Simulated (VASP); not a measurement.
Write the native input for VASP 6.6.1 that does the following.

| Quantity | Value |
| --- | --- |
| Task | single point |
| Functional | PBEsol |
| Potentials or basis | VASP PAW PBE potentials, release 64 (Cs_sv) |
| Cutoff | 520 eV |
| k mesh | 4 × 4 × 4 |
| Occupations | gaussian, width 0.1 eV |
| Spin | no spin polarisation |
| Dipole correction | no |
| Further INCAR settings | ALGO = Fast; EDIFF = 1e-06; NBANDS = 16 |

The structure of Cs lies in POSCAR:

```
Cs
1.0
   -4.8745557696      4.8745557696      2.6591601540
    4.8745557696     -4.8745557696      2.6591601540
    4.8745557696      4.8745557696     -2.6591601540
Cs
2
Direct
    0.0000000000      0.0000000000      0.0000000000
    0.7500000000      0.2500000000      0.5000000000
```

These files were run (other wordings do the same):

INCAR

```
SYSTEM = Cs
ALGO = Fast
EDIFF = 1E-6
ENCUT = 520
GGA = PS
ISIF = 2
ISMEAR = 0
LASPH = .True.
LCHARG = .False.
LREAL = .False.
LWAVE = .False.
NBANDS = 16
NELM = 60
PREC = Accurate
SIGMA = 0.1
```

KPOINTS

```
k-points
0
Gamma
  4 4 4
  0 0 0
```

Potentials or basis: VASP PAW PBE potentials, release 64 (Cs_sv).

Launch:

```bash
$ cat potpaw_PBE.64/Cs_sv/POTCAR > POTCAR
$ mpirun -np 1 vasp_std > vasp.out
```

Results of the run:

| Quantity | Value |
| --- | --- |
| Pressure | -0.2 GPa |
| Band gap on the k mesh | zero (bands 9 and 10 overlap by 1.09 eV) |

Caveat: the PAW data sets were made with another functional, which shifts forces and pressure a little; spin-orbit coupling is left out, which moves the levels of the heavy elements.

Run time: 26 s on 1 thread of Intel(R) Xeon(R) 6975P-C (Granite Rapids) (shared host), peak memory 0.4 GiB.
